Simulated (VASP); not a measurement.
Set up this calculation in VASP 6.6.1, as the native input.

* Task: single point
* Functional: PBE
* Potentials or basis: VASP PAW PBE potentials, release 64 (Al, Cu)
* Cutoff: 520 eV
* k mesh: 6 × 6 × 2
* Occupations: gaussian, width 0.1 eV
* Spin: no spin polarisation
* Dipole correction: no
* Further INCAR settings: ALGO = Normal; EDIFF = 1e-06; NBANDS = 38

The structure of AlCu5 lies in POSCAR:

```
AlCu5
1.0
    2.6553400000      0.0000000000      0.0000000000
    0.0000000000      3.5755130000      0.0000000000
    0.0000000000      0.0000000000      7.8352560000
Al Cu
1 5
Direct
    0.5000000000      0.5000000000      0.0000000000
    0.0000000000      0.0000000000      0.8295860000
    0.0000000000      0.0000000000      0.1704140000
    0.5000000000      0.5000000000      0.3363060000
    0.0000000000      0.0000000000      0.5000000000
    0.5000000000      0.5000000000      0.6636940000
```

The input as run:

INCAR

```
PREC     = Accurate       # precision mode
ENCUT    = 520            # plane-wave cutoff, eV
EDIFF    = 1E-6           # SCF threshold, eV
ISMEAR   = 0              # smearing method
SIGMA    = 0.1            # smearing width, eV
LREAL    = False          # projectors in reciprocal space
LASPH    = True           # aspherical terms in the spheres
NELM     = 60             # most SCF steps
ALGO     = Normal         # electronic algorithm
ISIF     = 2              # what is computed and relaxed
LWAVE    = False          # write WAVECAR
LCHARG   = False          # write CHGCAR
GGA      = PE             # functional
NBANDS   = 38             # bands
```

KPOINTS

```
Automatic mesh
0
Gamma
  6 6 2
```

Potentials or basis: VASP PAW PBE potentials, release 64 (Al, Cu).

Run with:

```console
$ cat potpaw_PBE.64/Al/POTCAR potpaw_PBE.64/Cu/POTCAR > POTCAR
$ mpirun -np 1 vasp_std > vasp.out
```

It gave:

| Quantity | Value |
| --- | --- |
| Pressure | 0.3 GPa |
| Largest force | 0.059 eV/Å |
| Band gap on the k mesh | zero (band 29 reaches 9.69 eV, above the bottom of band 30 at 6.19 eV) |

Caveat: the k points lie up to 0.40 Å⁻¹ apart.

Wall time 50 s on 1 thread of Intel(R) Xeon(R) 6975P-C (Granite Rapids), with other jobs on the host, peak memory 0.21 GiB.
